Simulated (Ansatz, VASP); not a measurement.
**AsAu in VASP and in Ansatz**

Contents of INCAR:

```
PREC = Accurate
ENCUT = 520
EDIFF = 1E-8
ISMEAR = -1
SIGMA = 0.08
LREAL = F
LASPH = T
NELM = 80
ALGO = Normal
ISIF = 2
LWAVE = F
LCHARG = F
GGA = CA
LEFG = T
NBANDS = 15
```

The input KPOINTS:

```
regular mesh
0
Gamma
  11 11 11
```

POSCAR

```
AsAu
1.0
    0.0000000000      2.9202842861      2.9202842861
    2.9202842861      0.0000000000      2.9202842861
    2.9202842861      2.9202842861      0.0000000000
Au As
1 1
Direct
    0.0000000000      0.0000000000      0.0000000000
    0.2500000000      0.2500000000      0.2500000000
```

Input for Ansatz:

```yaml
crystal:
  lattice:
    - [0.0, 2.9202842861, 2.9202842861]
    - [2.9202842861, 0.0, 2.9202842861]
    - [2.9202842861, 2.9202842861, 0.0]
  atoms:
    - { symbol: Au, position: [0.0, 0.0, 0.0] }
    - { symbol: As, position: [0.25, 0.25, 0.25] }
kpoints:
  mp_grid: { grid: [11, 11, 11] }
  band_path:
    path:
      - [0.0, 0.0, 0.0]
      - [-0.5, -0.5, 0.0]
      - [-0.375, -0.375, 0.25]
      - [-0.375, 0.0, 0.375]
      - [0.0, 0.0, 0.0]
      - [0.0, 0.0, 0.5]
      - [-0.5, -0.25, 0.25]
      - [-0.5, -0.5, 0.0]
    npoints: 5
scf:
  occupations: { method: fermi_dirac, width: 0.08 }
hamiltonian:
  xc: lda
  pseudopotentials: { kind: paw }
output:
  forces: true
  stress: true
  eigenvalues: true
  efg: { contact_densities: true }
```

Alike in both runs: task electric field gradients; functional LDA; k mesh 11 × 11 × 11; occupations fermi-dirac, width 0.08 eV; no spin polarisation.

|  | VASP | Ansatz |
| --- | --- | --- |
| version | VASP 6.6.1 | Ansatz 0.2.0 |
| potentials or method | VASP PAW LDA potentials, release 64 (Au, As) | PAW with Ansatz's default frozen-core files, scalar-relativistic |
| plane-wave cutoff (eV) | 520 | 420 |
| valence electrons in the cell | 16 | 34 |

Ansatz gave:

| Quantity | Value |
| --- | --- |
| pressure (GPa) | -5.9 |

Question: Which values does VASP return?

Answer: Pressure (GPa): -5.7.

LDA's correlation is that of Perdew and Zunger in VASP and of Perdew and Wang (1992) in Ansatz. VASP's potentials hold 16 valence electrons a cell and Ansatz's 34, so a difference there can come from the potentials and not from the codes.

Neither program's run includes spin-orbit coupling.
